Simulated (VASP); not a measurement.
Set up this calculation in VASP 6.6.1, as the native input.

```yaml
Task: single point
Functional: r2SCAN
Potentials_or_basis: VASP PAW PBE potentials, release 64 (Ga_d, As)
Cutoff: 520 eV
k_mesh: 8 × 8 × 8
Occupations: gaussian, width 0.01 eV
Spin: no spin polarisation
Dipole_correction: no
Further_INCAR_settings: ALGO = Normal; EDIFF = 1e-06; NBANDS = 16
```

Crystal: GaAs.

```
Ga As
1.0
     2.78708    2.78708    0.00000
    -2.78708    2.78708    0.00000
     0.00000    2.78708    2.78708
Ga As
1 1
Direct
  0.00000 0.00000 0.00000
  0.75000 0.25000 0.50000
```

These files were run (other wordings do the same):

POSCAR

```
GaAs
1.0
    2.7870834100      2.7870834100      0.0000000000
   -2.7870834100      2.7870834100      0.0000000000
    0.0000000000      2.7870834100      2.7870834100
Ga As
1 1
Direct
    0.0000000000      0.0000000000      0.0000000000
    0.7500000000      0.2500000000      0.5000000000
```

INCAR.step1

```
SYSTEM = GaAs
PREC = Accurate
ENCUT = 520
ISMEAR = 0
SIGMA = 0.01
LREAL = .FALSE.
LASPH = .TRUE.
NELM = 60
NBANDS = 16
GGA = PE
ALGO = Normal
EDIFF = 1E-4
LWAVE = .TRUE.
LCHARG = .FALSE.
```

INCAR.step2

```
SYSTEM = GaAs
PREC = Accurate
ENCUT = 520
EDIFF = 1E-6
ISMEAR = 0
SIGMA = 0.01
LREAL = .FALSE.
LASPH = .TRUE.
NELM = 60
ALGO = Normal
ISIF = 2
LWAVE = .FALSE.
LCHARG = .TRUE.
METAGGA = R2SCAN
LMIXTAU = .TRUE.
LELF = .TRUE.
LVHAR = .TRUE.
NBANDS = 16
ISTART = 1
```

KPOINTS

```
Automatic mesh
0
G
  8 8 8
  0 0 0
```

Potentials or basis: VASP PAW PBE potentials, release 64 (Ga_d, As).

Command:

```sh
$ cat potpaw_PBE.64/Ga_d/POTCAR potpaw_PBE.64/As/POTCAR > POTCAR
$ cp INCAR.step1 INCAR
$ mpirun -np 1 vasp_std > vasp.out
$ cp INCAR.step2 INCAR
$ mpirun -np 1 vasp_std > vasp.out
```

Results of the run:

```json
{
 "Pressure": "4.1 GPa",
 "Band gap on the k mesh": "1.34 eV, direct"
}
```

Caveat: the PAW data sets were made with another functional, which shifts forces and pressure a little.

Run time: 39 s on 1 thread of Intel(R) Xeon(R) 6975P-C (Granite Rapids), with other jobs on the host, peak memory 0.18 GiB.
